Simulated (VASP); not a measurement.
Here is a VASP 6.6.1 calculation.

The input INCAR:

```
  ALGO = Normal
  EDIFF = 1E-7
  EDIFFG = -0.005
  ENCUT = 600
  GGA = PE
  IBRION = 2
  ISIF = 3
  ISMEAR = 0
  LASPH = T
  LCHARG = F
  LREAL = F
  LWAVE = F
  NELM = 100
  NSW = 100
  PREC = Accurate
  SIGMA = 0.1
```

File KPOINTS:

```
k-points
0
Gamma
  18 18 8
```

Contents of POSCAR:

```
TaN
1.0
    3.1514143473      0.0000000000      0.0000000000
   -1.5757071737      2.7292048826      0.0000000000
    0.0000000000      0.0000000000      6.1029113103
Ta N
2 2
Direct
    0.3333333333      0.6666666667      0.0306209915
    0.6666666667      0.3333333333      0.5306209915
    0.3333333333      0.6666666667      0.3543790085
    0.6666666667      0.3333333333      0.8543790085
```

Potentials or basis: VASP PAW PBE potentials, release 64 (Ta_pv, N).

Command:

```bash
$ cat potpaw_PBE.64/Ta_pv/POTCAR potpaw_PBE.64/N/POTCAR > POTCAR
$ mpirun -np 1 vasp_std > vasp.out
```

Predict the band gap on the k mesh.

zero (bands 16 and 17 overlap by 0.42 eV).

What does it give for the space group after relaxing (to 0.1 Å)?

P6_3mc (No. 186).

What does it give for the relaxed cell?

a = 3.153 Å, b = 3.153 Å, c = 6.111 Å, α = 90.00°, β = 90.00°, γ = 120.00°.

Final structure:
```cif
data_structure
_symmetry_space_group_name_H-M 'P 1'
_symmetry_Int_Tables_number 1
_cell_length_a 3.1527
_cell_length_b 3.1527
_cell_length_c 6.1110
_cell_angle_alpha 90.000
_cell_angle_beta 90.000
_cell_angle_gamma 120.000
_cell_volume 52.60
loop_
_atom_site_label
_atom_site_type_symbol
_atom_site_fract_x
_atom_site_fract_y
_atom_site_fract_z
_atom_site_occupancy
Ta1 Ta 0.33333 0.66667 0.03052 1
Ta2 Ta 0.66667 0.33333 0.53052 1
N1 N 0.33333 0.66667 0.35448 1
N2 N 0.66667 0.33333 0.85448 1
```

Caveat: spin-orbit coupling is left out, which moves the levels of the heavy elements.
